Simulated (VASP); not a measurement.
# Al in VASP: a series of runs

Runs on Al. Level: PBE. Tasks: single point.

All numbers are computed with VASP 6.6.1; they aren't measurements. Logs are shortened: lines on timing, memory, paths and dates and some standing lists are left out, and cuts for length are marked.

## 1. The cell of the first run

The cell holds a slab with vacuum, 9 atoms: a = 2.854 Å, b = 9.808 Å, c = 20.290 Å, α = 90.00°, β = 90.00°, γ = 98.37°.

## 2. Single point, PBE

The input, INCAR:

```
SYSTEM = Al
ALGO = Normal
DIPOL = 0.5 0.5 0.317
EDIFF = 1E-6
ENCUT = 520
GGA = PE
IDIPOL = 3
ISIF = 2
ISMEAR = 0
LASPH = .TRUE.
LCHARG = .FALSE.
LDIPOL = .TRUE.
LREAL = .FALSE.
LWAVE = .FALSE.
NBANDS = 24
NELM = 60
PREC = Accurate
SIGMA = 0.1
```

The input, KPOINTS:

```
k-points
0
G
  9 3 1
  0 0 0
```

The input, POSCAR:

```
Al
1.0
    2.8543223330      0.0000000000      0.0000000000
   -1.4271611665      9.7033329366      0.0000000000
    0.0000000000      0.0000000000     20.2902708969
Al
9
Direct
    0.5324485604      0.0648971207      0.1971388169
    0.6709687938      0.3419375876      0.2462255645
    0.2986728405      0.5973456810      0.2560429140
    0.9263768872      0.8527537744      0.2658602636
    0.0639738222      0.1277383808      0.3154281718
    0.1995905480      0.4042696935      0.3707822583
    0.8288544886      0.6597110299      0.3785032288
    0.4526361687      0.9111292155      0.3874342692
    0.5925232094      0.1814597089      0.4332259013
```

Potentials or basis: VASP PAW PBE potentials, release 64 (Al).

The run is started by

```console
$ cat potpaw_PBE.64/Al/POTCAR > POTCAR
$ mpirun -np 1 vasp_std > vasp.out
```

OUTCAR:

```text
SYSTEM = Al
   EDIFF = 1E-6
   ENCUT = 520
   GGA = PE
   ISIF = 2
   ISMEAR = 0
   LASPH = .TRUE.
   LREAL = .FALSE.
   NELM = 60
   PREC = Accurate

 ion  position               nearest neighbor table
   1  0.532  0.065  0.197-   5 2.86   5 2.86   2 2.87   4 2.87   4 2.87
   2  0.671  0.342  0.246-   1 2.87   3 2.87   3 2.87   5 2.89   5 2.89   6 2.96   6 2.97
   3  0.299  0.597  0.256-   2 2.87   2 2.87   4 2.87   4 2.87   7 2.93   7 2.93   6 2.99
   4  0.926  0.853  0.266-   5 2.85   3 2.87   3 2.87   1 2.87   1 2.87   8 2.90   8 2.91   7 2.96

   5  0.064  0.128  0.315-   9 2.83   9 2.83   4 2.85   1 2.86   1 2.86   2 2.89   2 2.89   6 2.91
                             8 2.93   8 2.93
   6  0.200  0.404  0.371-   7 2.86   7 2.87   9 2.88   9 2.89   5 2.91   2 2.96   2 2.97   3 2.99

   7  0.829  0.660  0.379-   8 2.83   8 2.83   6 2.86   6 2.87   3 2.93   3 2.93   4 2.96
   8  0.453  0.911  0.387-   9 2.78   7 2.83   7 2.83   4 2.90   4 2.91   5 2.93   5 2.93
   9  0.593  0.181  0.433-   8 2.78   5 2.83   5 2.83   6 2.88   6 2.89

  LATTYP: Found a base centered orthorhombic cell.
 ALAT       =     2.8543223330
 B/A-ratio  =     6.7990449603
 C/A-ratio  =     7.1086123183

  Lattice vectors:

 A1 = (   1.4271611665,  -9.7033329366,   0.0000000000)
 A2 = (   1.4271611665,   9.7033329366,   0.0000000000)
 A3 = (   0.0000000000,   0.0000000000,  20.2902708969)

Analysis of symmetry for initial positions (statically):
=====================================================================
 Subroutine PRICEL returns:
 Original cell was already a primitive cell.

 Routine SETGRP: Setting up the symmetry group for a
 base centered orthorhombic supercell.

 Subroutine GETGRP returns: Found  1 space group operations
 (whereof  1 operations were pure point group operations)
 out of a pool of  8 trial point group operations.

The static configuration has the point symmetry C_1 .

Analysis of symmetry for dynamics (positions and initial velocities):
=====================================================================
 Subroutine PRICEL returns:
 Original cell was already a primitive cell.

 Routine SETGRP: Setting up the symmetry group for a
 base centered orthorhombic supercell.

 Subroutine GETGRP returns: Found  1 space group operations
 (whereof  1 operations were pure point group operations)
 out of a pool of  8 trial point group operations.

The dynamic configuration has the point symmetry C_1 .

 Subroutine INISYM returns: Found  1 space group operations
 (whereof  1 operations are pure point group operations),
 and found     1 'primitive' translations

----------------------------------------------------------------------------------------

                                     Primitive cell

  volume of cell :     561.9683

  direct lattice vectors                    reciprocal lattice vectors
     2.854322333  0.000000000  0.000000000     0.350345856  0.051528686  0.000000000
    -1.427161166  9.703332937  0.000000000     0.000000000  0.103057373  0.000000000
     0.000000000  0.000000000 20.290270897     0.000000000  0.000000000  0.049284704

  length of vectors
     2.854322333  9.807724460 20.290270897     0.354114987  0.103057373  0.049284704

  position of ions in fractional coordinates (direct lattice)
     0.532448560  0.064897121  0.197138817
     0.670968794  0.341937588  0.246225565
     0.298672840  0.597345681  0.256042914
     0.926376887  0.852753774  0.265860264
     0.063973822  0.127738381  0.315428172
     0.199590548  0.404269693  0.370782258
     0.828854489  0.659711030  0.378503229
     0.452636169  0.911129215  0.387434269
     0.592523209  0.181459709  0.433225901

  ion indices of the primitive-cell ions
   primitive index   ion index
                 1           1
                 2           2
                 3           3
                 4           4
                 5           5
                 6           6
                 7           7
                 8           8
                 9           9

----------------------------------------------------------------------------------------

 KPOINTS: k-points

[... 34 lines left out ...]
 -----------------------------------------------------------------------------

 WARNING: IBZKPT: internal override: KBLOWUP is changed to .FALSE.
      ... skipping the blow-up phase ...

 Subroutine IBZKPT returns following result:
 ===========================================

 Found     14 irreducible k-points:

 Following reciprocal coordinates:
            Coordinates               Weight
  0.000000  0.000000  0.000000      1.000000
  0.111111 -0.000000  0.000000      2.000000
  0.222222 -0.000000  0.000000      2.000000
  0.333333 -0.000000  0.000000      2.000000
  0.444444 -0.000000  0.000000      2.000000
  0.000000  0.333333  0.000000      2.000000
  0.111111  0.333333  0.000000      2.000000
  0.222222  0.333333  0.000000      2.000000
  0.333333  0.333333  0.000000      2.000000
  0.444444  0.333333  0.000000      2.000000
 -0.444444  0.333333  0.000000      2.000000
 -0.333333  0.333333  0.000000      2.000000
 -0.222222  0.333333  0.000000      2.000000
 -0.111111  0.333333  0.000000      2.000000
   k-points           NKPTS =     14   k-points in BZ     NKDIM =     14   number of bands    NBANDS=     24
   number of dos      NEDOS =    301   number of ions     NIONS =      9
   total plane-waves  NPLWV = 307200
   dimension x,y,z NGX =    24 NGY =   80 NGZ =  160
   dimension x,y,z NGXF=    48 NGYF=  160 NGZF=  320
   ions per type =               9
   NGX,Y,Z   is equivalent  to a cutoff of  13.98, 13.56, 13.11 a.u.
   NGXF,Y,Z  is equivalent  to a cutoff of  27.96, 27.12, 26.22 a.u.
 SYSTEM =  Al
   PREC   = accura    normal or accurate (medium, high low for compatibility)
   ISTART =      0    job   : 0-new  1-cont  2-samecut
   ICHARG =      2    charge: 1-file 2-atom 10-const
   ISPIN  =      1    spin polarized calculation?
   LNONCOLLINEAR =      F non collinear calculations
   LSORBIT =      F    spin-orbit coupling
   LASPH  =      T    aspherical Exc in radial PAW
   ENCUT  =  520.0 eV  38.22 Ry    6.18 a.u.   5.31 18.24 37.73*2*pi/ulx,y,z
   NELM   =     60;   NELMIN=  2; NELMDL= -5     # of ELM steps
   EDIFF  = 0.1E-05   stopping-criterion for ELM
   LREAL  =      F    real-space projection
   EDIFFG = 0.1E-04   stopping-criterion for IOM
   NSW    =      0    number of steps for IOM
   IBRION =     -1    ionic relax: 0-MD 1-quasi-New 2-CG
   NFREE  =      0    steps in history (QN), initial steepest desc. (CG)
   ISIF   =      2    stress and relaxation
   ISYM   =      2    0-nonsym 1-usesym 2-fastsym
   POTIM  = 0.5000    time-step for ionic-motion
   TEBEG  =    0.0;   TEEND  =   0.0 temperature during run
   PSTRESS=    0.0 pullay stress
   NELECT =      27.0000    total number of electrons
   NUPDOWN=      -1.0000    fix difference up-down
   EMIN   =  10.00;   EMAX   =-10.00  energy-range for DOS
   EFERMI =   0.00;   METHOD = LEGACY
   ISMEAR =     0;   SIGMA  =   0.10  broadening in eV -4-tet -1-fermi 0-gaus
   EFERMI_NEDOS =   21; number of points for ismear=-14 and -15
   IALGO  =     38    algorithm
   IMIX   =      4    mixing-type and parameters
     AMIX     =   0.40;   BMIX     =  1.00
     AMIX_MAG =   1.60;   BMIX_MAG =  1.00
  volume/ion in A,a.u.               =      62.44       421.37
  Fermi-wavevector in a.u.,A,eV,Ry     =   0.595149  1.124668  4.819210  0.354202
  Thomas-Fermi vector in A             =   1.645003
   LORBIT       =      0    0 simple, 1 ext, 2 COOP (PROOUT), +10 PAW based schemes
   GGA     = PE    functional components
   LHFCALC =     F    Hartree Fock is set to
   AEXX    =    0.0000 exact exchange contribution
   IVDW    =     0    specifies the selected vdW correction
   LEPSILON=     F    determine dielectric tensor
   LRPA    =     F    only Hartree local field effects (RPA)
 non-spin polarized calculation
 Gauss-broadening in eV      SIGMA  =   0.10
  energy-cutoff  :      520.00
  volume of cell :      561.97
 maximum number of plane-waves:     15174
 NGX is ok and might be reduce to    24
   NGX = 11   NGY = 37   NGZ = 75

 dipolmoment           0.000000      0.000000      0.000214 electrons x Angstroem

 number of electron      27.0000000 magnetization

 dipolmoment           0.000000      0.000000     -0.000927 electrons x Angstroem

 Free energy of the ion-electron system (eV)
  ---------------------------------------------------
  ext. energy  EPLUGINS =         0.00000000
  ---------------------------------------------------
  free energy    TOTEN  =       -30.65207972 eV

  energy without entropy =      -30.63267303  energy(sigma->0) =      -30.64237637

 E-fermi :  -0.8071     XC(G=0):  -3.6956

 val. band max:       -0.8716867165   @ k =   0.4444  -0.0000   0.0000
 cond. band min:      -0.8007195182   @ k =   0.2222  -0.0000   0.0000
 fundamental gap:      0.0709671983
 Fermi energy:        -0.8071181632

 k-point     1 :       0.0000    0.0000    0.0000
  band No.  band energies     occupation
      1     -10.8812      2.00000
      2      -9.3410      2.00000
      3      -9.2251      2.00000
      4      -8.5984      2.00000
      5      -6.7704      2.00000
      6      -6.7402      2.00000
[... 367 lines left out ...]
     23       3.2817      0.00000
     24       3.4903      0.00000

------------------------ aborting loop because EDIFF is reached ----------------------------------------

 vacuum level on the upper side and lower side of the slab       (xc-potential included)        -0.096        -0.095

  FORCE on cell =-STRESS in cart. coord.  units (eV):
  Direction    XX          YY          ZZ          XY          YZ          ZX
  --------------------------------------------------------------------------------------
  -------------------------------------------------------------------------------------
  Total       -5.5211431     -5.7682959     -0.4099578      0.9431494     -0.5259207     -0.0310733
  in kB      -15.7408360    -16.4454711     -1.1687940      2.6889288     -1.4994054     -0.0885902
  external PRESSURE =     -11.1183671 kB  Pullay stress =       0.0000000 kB

 VOLUME and BASIS-vectors are now :
 -----------------------------------------------------------------------------
  energy-cutoff  :      520.00
  volume of cell :      561.97
      direct lattice vectors                 reciprocal lattice vectors
     2.854322333  0.000000000  0.000000000     0.350345856  0.051528686  0.000000000
    -1.427161166  9.703332937  0.000000000     0.000000000  0.103057373  0.000000000
     0.000000000  0.000000000 20.290270897     0.000000000  0.000000000  0.049284704

 POSITION                                       TOTAL-FORCE (eV/Angst)
 -----------------------------------------------------------------------------------
      1.42716      0.62972      4.00000         0.006957      0.181673      0.180294
      1.42716      3.31793      4.99598         0.005245      0.048724     -0.014066
     -0.00000      5.79624      5.19518        -0.002667      0.003942      0.047573
      1.42716      8.27455      5.39438        -0.006765     -0.168855     -0.186897
      0.00030      1.23949      6.40012        -0.001841      0.025614     -0.013741
     -0.00726      3.92276      7.52327         0.015800      0.078611      0.044815
      1.42430      6.40140      7.67993        -0.002931     -0.121268     -0.039038
     -0.00836      8.84099      7.86115        -0.002115      0.003928      0.082605
      1.43228      1.76076      8.79027        -0.011682     -0.052369     -0.101545
 -----------------------------------------------------------------------------------
    total drift:                               -0.000002     -0.000004     -0.000024

  FREE ENERGIE OF THE ION-ELECTRON SYSTEM (eV)
  ---------------------------------------------------
  free  energy   TOTEN  =       -30.6520797174 eV

  energy  without entropy=      -30.6326730284  energy(sigma->0) =      -30.64237637

 vacuum level on the upper side and lower side of the slab         3.214         3.216
```

Run time: 11 min. Hardware: 1 thread of Intel Xeon 8259CL, shared host; peak memory 0.69 GiB.

Results:

```yaml
Free_energy: -30.6521 eV
Largest_force: 0.256 eV/Å
Band_gap_on_the_k_mesh: zero (an odd number of electrons rules out a gap without spin polarisation)
```

Forces in eV/Å, atoms in the order of the input:
```
Al   0.007  0.182  0.180
Al   0.005  0.049 -0.014
Al  -0.003  0.004  0.048
Al  -0.007 -0.169 -0.187
Al  -0.002  0.026 -0.014
Al   0.016  0.079  0.045
Al  -0.003 -0.121 -0.039
Al  -0.002  0.004  0.083
Al  -0.012 -0.052 -0.102
```

## 3. Single point, PBE

This run uses another cell than the first one.

The input, INCAR:

```
SYSTEM = Al
PREC = Accurate ; ENCUT = 520
EDIFF = 1E-7 ; ISMEAR = 0
SIGMA = 0.1 ; LREAL = .False.
LASPH = .True. ; NELM = 80
ALGO = Normal ; ISIF = 2
LWAVE = .False. ; LCHARG = .True.
LDIPOL = .True. ; IDIPOL = 3
DIPOL = 0.5 0.5 0.502 ; GGA = PE
LELF = .True. ; LVHAR = .True.
LVACPOTAV = .True. ; NBANDS = 24
ISYM = 0
```

The input, KPOINTS:

```
regular mesh
0
Gamma
  10 3 1
  0 0 0
```

The input, POSCAR:

```
Al
1.0
    2.8543223330      0.0000000000      0.0000000000
   -1.4271611665      9.7033329366      0.0000000000
    0.0000000000      0.0000000000     18.7807203482
Al
9
Direct
    0.5324485604      0.0648971207      0.3727226576
    0.6709687938      0.3419375876      0.4257548836
    0.2986728405      0.5973456810      0.4363613288
    0.9263768872      0.8527537744      0.4469677740
    0.0639738222      0.1277383808      0.5005198352
    0.1995905480      0.4042696935      0.5603231543
    0.8288544886      0.6597110299      0.5686647184
    0.4526361687      0.9111292155      0.5783136150
    0.5925232094      0.1814597089      0.6277858718
```

Potentials or basis: VASP PAW PBE potentials, release 64 (Al).

The run is started by

```console
$ cat potpaw_PBE.64/Al/POTCAR > POTCAR
$ mpirun -np 1 vasp_std > vasp.out
```

Wall time 11 min (1 thread of Intel Xeon 8259CL, shared host); peak memory 0.6 GiB.

The run converged. Its results:

- Free energy: -30.6211 eV
- Largest force: 0.160 eV/Å
- Band gap on the k mesh: zero (an odd number of electrons rules out a gap without spin polarisation)

Forces on the atoms (eV/Å):
```
Al  -0.007  0.156  0.037
Al   0.004  0.035  0.063
Al   0.000 -0.072  0.030
Al   0.005 -0.101 -0.119
Al   0.001  0.010 -0.001
Al   0.001 -0.011 -0.001
Al  -0.003 -0.009 -0.004
Al  -0.003 -0.001 -0.002
Al   0.002 -0.007 -0.002
```

Levels at points of the mesh, in eV from the Fermi level:
| k point | band 11 | band 12 | band 13 | band 14 | band 15 | band 16 | band 17 | band 18 |
| --- | --- | --- | --- | --- | --- | --- | --- | --- |
| (0.00, 0.00, 0.00) | -1.96 | -1.66 | -1.49 | -1.12 | 0.90 | 1.86 | 1.98 | 2.50 |
| (0.50, 0.00, 0.00) | -1.08 | -0.94 | -0.63 | -0.58 | -0.27 | 0.11 | 1.25 | 1.52 |

The gap in the log of VASP goes by the Fermi energy; the results here count the filled bands.